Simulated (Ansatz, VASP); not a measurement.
**One calculation of BaTiO3, two programs**

File POSCAR:

```
BaTiO3
1.0
    2.6725928399      1.5430221956      2.6327547468
   -2.6725928399      1.5430221956      2.6327547468
    0.0000000000     -3.0860443911      2.6327547469
Ba Ti O
1 1 3
Direct
    0.0027851043      0.0027851043      0.0027851043
    0.5162478494      0.5162478494      0.5162478494
    0.4897536543      0.4897536543      0.9801597377
    0.4897536543      0.9801597377      0.4897536543
    0.9801597377      0.4897536543      0.4897536543
```

File INCAR.step1:

```
SYSTEM = BaTiO3
ALGO = Normal
EDIFF = 1E-4
ENCUT = 520
GGA = PE
ISMEAR = 0
LASPH = .TRUE.
LCHARG = .FALSE.
LREAL = .FALSE.
LWAVE = .TRUE.
NBANDS = 28
NELM = 100
PREC = Accurate
SIGMA = 0.05
```

File INCAR.step2:

```
SYSTEM = BaTiO3
ALGO = Normal
EDIFF = 1E-7
ENCUT = 520
ISIF = 2
ISMEAR = 0
ISTART = 1
LASPH = .TRUE.
LCHARG = .FALSE.
LMIXTAU = .TRUE.
LREAL = .FALSE.
LWAVE = .FALSE.
METAGGA = R2SCAN
NBANDS = 28
NELM = 100
PREC = Accurate
SIGMA = 0.05
```

File KPOINTS:

```
k-points
0
G
  6 6 6
  0 0 0
```

Input for Ansatz:

```yaml
crystal:
  lattice:
    - [2.6725928399, 1.5430221956, 2.6327547468]
    - [-2.6725928399, 1.5430221956, 2.6327547468]
    - [0.0, -3.0860443911, 2.6327547469]
  atoms:
    - { symbol: Ba, position: [0.0027851043, 0.0027851043, 0.0027851043] }
    - { symbol: Ti, position: [0.5162478494, 0.5162478494, 0.5162478494] }
    - { symbol: O, position: [0.4897536543, 0.4897536543, 0.9801597377] }
    - { symbol: O, position: [0.4897536543, 0.9801597377, 0.4897536543] }
    - { symbol: O, position: [0.9801597377, 0.4897536543, 0.4897536543] }
basis:
  ecutwfc: 500
kpoints:
  mp_grid: { grid: [6, 6, 6] }
hamiltonian:
  xc: r2scan
scf:
  occupations: { method: gaussian, width: 0.05 }
output:
  forces: true
  stress: true
  eigenvalues: true
```

Alike in both runs: task single point; functional r2SCAN; k mesh 6 × 6 × 6; occupations gaussian, width 0.05 eV; no spin polarisation.

```csv
,VASP,Ansatz
version,VASP 6.6.1,Ansatz 0.2.0
potentials or method,"VASP PAW PBE potentials, release 64 (Ba_sv, Ti_sv, O), cutoff 520 eV","scalar-relativistic, plane waves, PAW"
valence electrons in the cell,40,40
```

|  | VASP | Ansatz | Ansatz less VASP |
| --- | --- | --- | --- |
| gap on the k mesh at the Fermi level (eV) | 2.35 | 2.37 | +0.015 |
| least direct gap on the mesh (eV) | 2.56 | 2.55 | -0.009 |
| pressure (GPa) | 6.0 | 3.8 | -2.20 |
| traceless stress, the component that is largest in VASP (GPa) | -28.27 | -27.18 | +1.086 |
| rms of the force components (eV/Å) | 0.321 | 0.356 | +0.0346 |

VASP's potentials were made for PBE, not for r2SCAN. Atom by atom the forces differ by 0.073 eV/Å (rms over components). With one functional, cell and mesh, what is left measures potentials, basis and numerics.

Spin-orbit coupling is off throughout.
